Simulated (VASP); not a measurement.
# Al2Cu (Cm) in VASP: single point with PBEsol

Aim: the single point of Al2Cu with PBEsol.

All numbers are computed with VASP 6.6.1; they aren't measurements. Logs are shortened: lines on timing, memory, paths and dates and some standing lists are left out, and cuts for length are marked.

## 1. The cell of the first run

The structure is monoclinic, space group Cm (No. 8). Conventional cell: a = 5.727 Å, b = 5.726 Å, c = 11.493 Å, α = 90.00°, β = 94.76°, γ = 90.00°. Al (site symmetry 1) has 4 Cu at 2.48 Å and 6 Al at 2.86 Å within 3.3 Å. Al (site symmetry 1) has 3 Cu at 2.08 to 2.48 Å and 5 Al at 2.86 Å within 2.9 Å. Within 3.3 Å of Al (site symmetry 1) lie 4 Cu at 2.48 Å and 6 Al at 2.86 to 3.02 Å. Within 3.3 Å of Al (site symmetry 1) lie 4 Cu at 2.48 Å and 6 Al at 2.86 Å. Within 3.3 Å of Cu (site symmetry m) lie 8 Al at 2.48 Å. Cu (site symmetry m) has 6 Al at 2.08 to 2.48 Å within 2.8 Å. Within 3.3 Å of Cu (site symmetry m) lie 8 Al at 2.48 Å. Within 3.3 Å of Cu (site symmetry m) lie 8 Al at 2.48 Å.

## 2. Single point, PBEsol (the part above a cut slid along it)

File INCAR:

```
  PREC = Accurate
  ENCUT = 520
  EDIFF = 1E-7
  ISMEAR = 0
  SIGMA = 0.15
  LREAL = False
  LASPH = True
  NELM = 100
  ALGO = Fast
  ISIF = 2
  LWAVE = False
  LCHARG = False
  GGA = PS
  NBANDS = 46
```

File KPOINTS:

```
regular mesh
0
Gamma
  12 12 4
```

File POSCAR:

```
Al2Cu
1.0
   -2.0246315446     -2.0246315446     -2.8630136682
   -2.0246315446     -2.0246315446      2.8630136682
   -8.7735383352      7.4235140212      0.0000000000
Al Cu
8 4
Direct
   -0.0520937500      0.4479062500      0.3125000000
    0.4895812500     -0.0104187500      0.0625000000
   -0.1354437500      0.3645562500      0.8125000000
    0.4062312500     -0.0937687500      0.5625000000
   -0.0104187500      0.4895812500      0.0625000000
    0.3645562500     -0.1354437500      0.8125000000
   -0.0937687500      0.4062312500      0.5625000000
    0.4479062500     -0.0520937500      0.3125000000
   -0.0312562500     -0.0312562500      0.1875000000
    0.3437187500      0.3437187500      0.9375000000
   -0.1146062500     -0.1146062500      0.6875000000
    0.4270687500      0.4270687500      0.4375000000
```

Potentials or basis: VASP PAW PBE potentials, release 64 (Al, Cu).

Command:

```sh
cat potpaw_PBE.64/Al/POTCAR potpaw_PBE.64/Cu/POTCAR > POTCAR
mpirun -np 1 vasp_std > vasp.out
```

OUTCAR:

```text
PREC = Accurate
   ENCUT = 520
   EDIFF = 1E-7
   ISMEAR = 0
   LREAL = False
   LASPH = True
   NELM = 100
   ISIF = 2
   GGA = PS

 ion  position               nearest neighbor table
   1  0.948  0.448  0.312-   9 2.48  12 2.48  12 2.48   9 2.48   8 2.86   8 2.86   7 2.86   5 2.86
                             8 2.86   8 2.86
   2  0.490  0.990  0.062-  10 2.08   9 2.48   9 2.48   5 2.86   5 2.86   8 2.86   5 2.86   5 2.86
                             6 3.02
   3  0.865  0.365  0.812-  11 2.48  10 2.48  11 2.48  10 2.48   6 2.86   6 2.86   7 2.86   6 2.86
                             6 2.86   5 3.02
   4  0.406  0.906  0.562-  12 2.48  11 2.48  12 2.48  11 2.48   7 2.86   7 2.86   8 2.86   6 2.86
                             7 2.86   7 2.86
   5  0.990  0.490  0.062-  10 2.08   9 2.48   9 2.48   2 2.86   2 2.86   1 2.86   2 2.86   2 2.86
                             3 3.02
   6  0.365  0.865  0.812-  11 2.48  10 2.48  11 2.48  10 2.48   3 2.86   3 2.86   4 2.86   3 2.86
                             3 2.86   2 3.02
   7  0.906  0.406  0.562-  12 2.48  11 2.48  12 2.48  11 2.48   4 2.86   4 2.86   1 2.86   3 2.86
                             4 2.86   4 2.86
   8  0.448  0.948  0.312-   9 2.48  12 2.48  12 2.48   9 2.48   1 2.86   1 2.86   4 2.86   2 2.86
                             1 2.86   1 2.86
   9  0.969  0.969  0.188-   2 2.48   5 2.48   1 2.48   8 2.48   5 2.48   8 2.48   1 2.48   2 2.48

  10  0.344  0.344  0.938-   2 2.08   5 2.08   3 2.48   6 2.48   3 2.48   6 2.48
  11  0.885  0.885  0.688-   4 2.48   7 2.48   3 2.48   6 2.48   6 2.48   7 2.48   3 2.48   4 2.48

  12  0.427  0.427  0.438-   4 2.48   7 2.48   1 2.48   8 2.48   1 2.48   8 2.48   7 2.48   4 2.48

  LATTYP: Found a base centered monoclinic cell.
 ALAT       =     5.7265227784
 B/A-ratio  =     0.9999134829
 C/A-ratio  =     2.0069351982
 COS(beta)  =    -0.0830619744

  Lattice vectors:

 A1 = (   2.0246315446,   2.0246315446,   2.8630136682)
 A2 = (   2.0246315446,   2.0246315446,  -2.8630136682)
 A3 = (  -8.7735383352,   7.4235140212,   0.0000000000)

Analysis of symmetry for initial positions (statically):
=====================================================================
 Subroutine PRICEL returns:
 Original cell was already a primitive cell.

 Routine SETGRP: Setting up the symmetry group for a
 base centered monoclinic supercell.

 Subroutine GETGRP returns: Found  2 space group operations
 (whereof  2 operations were pure point group operations)
 out of a pool of  4 trial point group operations.

The static configuration has the point symmetry C_1h.

Analysis of symmetry for dynamics (positions and initial velocities):
=====================================================================
 Subroutine PRICEL returns:
 Original cell was already a primitive cell.

 Routine SETGRP: Setting up the symmetry group for a
 base centered monoclinic supercell.

 Subroutine GETGRP returns: Found  2 space group operations
 (whereof  2 operations were pure point group operations)
 out of a pool of  4 trial point group operations.

The dynamic configuration has the point symmetry C_1h.

 Subroutine INISYM returns: Found  2 space group operations
 (whereof  2 operations are pure point group operations),
 and found     1 'primitive' translations

----------------------------------------------------------------------------------------

                                     Primitive cell

  volume of cell :     187.7740

  direct lattice vectors                    reciprocal lattice vectors
    -2.024631545 -2.024631545 -2.863013668    -0.113187261 -0.133771254 -0.174641150
    -2.024631545 -2.024631545  2.863013668    -0.113187261 -0.133771254  0.174641150
    -8.773538335  7.423514021  0.000000000    -0.061739629  0.061739629  0.000000000

  length of vectors
     4.049087928  4.049087928 11.492760127     0.247397728  0.247397728  0.087313020

  position of ions in fractional coordinates (direct lattice)
     0.947906250  0.447906250  0.312500000
     0.489581250  0.989581250  0.062500000
     0.864556250  0.364556250  0.812500000
     0.406231250  0.906231250  0.562500000
     0.989581250  0.489581250  0.062500000
     0.364556250  0.864556250  0.812500000
     0.906231250  0.406231250  0.562500000
     0.447906250  0.947906250  0.312500000
[... 31 lines left out ...]
    -0.009432272 -0.011147604 -0.014553429     0.083333333  0.000000000  0.000000000
    -0.009432272 -0.011147604  0.014553429     0.000000000  0.083333333  0.000000000
    -0.015434907  0.015434907  0.000000000     0.000000000  0.000000000  0.250000000

  Length of vectors
     0.020616477  0.020616477  0.021828255

  Shift w.r.t. Gamma in fractional coordinates (k-lattice)
     0.000000000  0.000000000  0.000000000

 Subroutine IBZKPT returns following result:
 ===========================================

 Found    164 irreducible k-points:

 Following reciprocal coordinates:
            Coordinates               Weight
  0.000000  0.000000  0.000000      1.000000
  0.083333  0.000000  0.000000      4.000000
  0.166667 -0.000000  0.000000      4.000000
  0.250000 -0.000000  0.000000      4.000000
  0.333333  0.000000  0.000000      4.000000
  0.416667  0.000000  0.000000      4.000000
[... 16 lines left out ...]
  0.500000  0.166667  0.000000      4.000000
 -0.416667  0.166667  0.000000      4.000000
 [... further k-points ...]
   k-points           NKPTS =    164   k-points in BZ     NKDIM =    164   number of bands    NBANDS=     46
   number of dos      NEDOS =    301   number of ions     NIONS =     12
   total plane-waves  NPLWV =  81000
   dimension x,y,z NGX =    30 NGY =   30 NGZ =   90
   dimension x,y,z NGXF=    60 NGYF=   60 NGZF=  180
   ions per type =               8   4
   NGX,Y,Z   is equivalent  to a cutoff of  12.32, 12.32, 13.02 a.u.
   NGXF,Y,Z  is equivalent  to a cutoff of  24.63, 24.63, 26.04 a.u.
 SYSTEM =  unknown system
   PREC   = accura    normal or accurate (medium, high low for compatibility)
   ISTART =      0    job   : 0-new  1-cont  2-samecut
   ICHARG =      2    charge: 1-file 2-atom 10-const
   ISPIN  =      1    spin polarized calculation?
   LNONCOLLINEAR =      F non collinear calculations
   LSORBIT =      F    spin-orbit coupling
   LASPH  =      T    aspherical Exc in radial PAW
   ENCUT  =  520.0 eV  38.22 Ry    6.18 a.u.   7.53  7.53 21.37*2*pi/ulx,y,z
   NELM   =    100;   NELMIN=  2; NELMDL= -5     # of ELM steps
   EDIFF  = 0.1E-06   stopping-criterion for ELM
   LREAL  =      F    real-space projection
   EDIFFG = 0.1E-05   stopping-criterion for IOM
   NSW    =      0    number of steps for IOM
   IBRION =     -1    ionic relax: 0-MD 1-quasi-New 2-CG
   NFREE  =      0    steps in history (QN), initial steepest desc. (CG)
   ISIF   =      2    stress and relaxation
   ISYM   =      2    0-nonsym 1-usesym 2-fastsym
   POTIM  = 0.5000    time-step for ionic-motion
   TEBEG  =    0.0;   TEEND  =   0.0 temperature during run
   PSTRESS=    0.0 pullay stress
   NELECT =      68.0000    total number of electrons
   NUPDOWN=      -1.0000    fix difference up-down
   EMIN   =  10.00;   EMAX   =-10.00  energy-range for DOS
   EFERMI =   0.00;   METHOD = LEGACY
   ISMEAR =     0;   SIGMA  =   0.15  broadening in eV -4-tet -1-fermi 0-gaus
   EFERMI_NEDOS =   21; number of points for ismear=-14 and -15
   IALGO  =     68    algorithm
   IMIX   =      4    mixing-type and parameters
     AMIX     =   0.40;   BMIX     =  1.00
     AMIX_MAG =   1.60;   BMIX_MAG =  1.00
  volume/ion in A,a.u.               =      15.65       105.60
  Fermi-wavevector in a.u.,A,eV,Ry     =   1.166897  2.205116 18.526366  1.361650
  Thomas-Fermi vector in A             =   2.303405
   LORBIT       =      0    0 simple, 1 ext, 2 COOP (PROOUT), +10 PAW based schemes
   GGA     = PS    functional components
   LHFCALC =     F    Hartree Fock is set to
   AEXX    =    0.0000 exact exchange contribution
   IVDW    =     0    specifies the selected vdW correction
   LEPSILON=     F    determine dielectric tensor
   LRPA    =     F    only Hartree local field effects (RPA)
 non-spin polarized calculation
 RMM-DIIS sequential band-by-band and
 Gauss-broadening in eV      SIGMA  =   0.15
  energy-cutoff  :      520.00
  volume of cell :      187.77
 maximum number of plane-waves:      5096
   NGX = 15   NGY = 15   NGZ = 43

 number of electron      67.9999992 magnetization

 Free energy of the ion-electron system (eV)
  ---------------------------------------------------
  ext. energy  EPLUGINS =         0.00000000
  ---------------------------------------------------
  free energy    TOTEN  =       -50.44871267 eV

  energy without entropy =      -50.40879378  energy(sigma->0) =      -50.42875322

 E-fermi :   7.1561     XC(G=0): -10.6284

 val. band max:        7.1545901206   @ k =   0.5000   0.0833   0.2500
 cond. band min:       7.1722222650   @ k =   0.4167   0.0000   0.5000
 fundamental gap:      0.0176321444
 Fermi energy:         7.1561485454

 k-point     1 :       0.0000    0.0000    0.0000
  band No.  band energies     occupation
      1      -3.2029      2.00000
      2      -2.0866      2.00000
      3      -2.0754      2.00000
      4       0.9054      2.00000
      5       1.1932      2.00000
      6       1.8550      2.00000
[... 1165 lines left out ...]
     45      11.9445      0.00000
     46      12.4058      0.00000

 [... further k-points ...]

------------------------ aborting loop because EDIFF is reached ----------------------------------------

  FORCE on cell =-STRESS in cart. coord.  units (eV):
  Direction    XX          YY          ZZ          XY          YZ          ZX
  --------------------------------------------------------------------------------------
  -------------------------------------------------------------------------------------
  Total       -2.3588864      7.9144649      6.7343720     -2.1533369      0.0000000      0.0000000
  in kB      -20.1271468     67.5299979     57.4608810    -18.3732997      0.0000000      0.0000000
  external PRESSURE =      34.9545774 kB  Pullay stress =       0.0000000 kB

 VOLUME and BASIS-vectors are now :
 -----------------------------------------------------------------------------
  energy-cutoff  :      520.00
  volume of cell :      187.77
      direct lattice vectors                 reciprocal lattice vectors
    -2.024631545 -2.024631545 -2.863013668    -0.113187261 -0.133771254 -0.174641150
    -2.024631545 -2.024631545  2.863013668    -0.113187261 -0.133771254  0.174641150
    -8.773538335  7.423514021  0.000000000    -0.061739629  0.061739629  0.000000000

 POSITION                                       TOTAL-FORCE (eV/Angst)
 -----------------------------------------------------------------------------------
     -5.56774     -0.50616     -1.43151         0.042696      0.032760     -0.007971
     -3.54311     -2.53079      1.43151        -0.627861      1.997747     -2.193396
     -9.61700      3.54311     -1.43151        -0.130717      0.019573     -0.005516
     -7.59237      1.51847      1.43151        -0.003164     -0.013161      0.020097
     -3.54311     -2.53079     -1.43151        -0.627861      1.997747      2.193396
     -9.61700      3.54311      1.43151        -0.130717      0.019573      0.005516
     -7.59237      1.51847     -1.43151        -0.003164     -0.013161     -0.020097
     -5.56774     -0.50616      1.43151         0.042696      0.032760      0.007971
     -5.56774     -2.53079      0.00000         0.275456      0.145318     -0.000000
     -9.61700      5.56774      0.00000         1.210571     -4.186486     -0.000000
     -9.61700      1.51847      0.00000        -0.047866     -0.030803     -0.000000
     -5.56774      1.51847      0.00000        -0.000069     -0.001866     -0.000000
 -----------------------------------------------------------------------------------
    total drift:                                0.002319     -0.003749     -0.000000

  FREE ENERGIE OF THE ION-ELECTRON SYSTEM (eV)
  ---------------------------------------------------
  free  energy   TOTEN  =       -50.4487126691 eV

  energy  without entropy=      -50.4087937773  energy(sigma->0) =      -50.42875322
```

It took 46 min on 1 thread of Oxide Virtual Turin-like, shared host; peak memory 0.99 GiB.

Results:

- Free energy: -50.4487 eV
- Pressure: 3.5 GPa
- Largest force: 4.358 eV/Å
- Band gap on the k mesh: zero (bands 34 and 35 overlap by 3.60 eV)

Forces on the atoms (eV/Å):
```
Al   0.043  0.033 -0.008
Al  -0.628  1.998 -2.193
Al  -0.131  0.020 -0.006
Al  -0.003 -0.013  0.020
Al  -0.628  1.998  2.193
Al  -0.131  0.020  0.006
Al  -0.003 -0.013 -0.020
Al   0.043  0.033  0.008
Cu   0.275  0.145  0.000
Cu   1.211 -4.186  0.000
Cu  -0.048 -0.031  0.000
Cu   0.000 -0.002  0.000
```

Stress tensor (GPa, compression positive):
```
-2.01 -1.84  0.00
-1.84  6.75  0.00
 0.00  0.00  5.75
```

Caveat: the cell differs from its parent crystal (the part above a cut slid along it); the stress differs along the axes, from -2 to 7 GPa; the PAW data sets were made with another functional, which shifts forces and pressure a little.
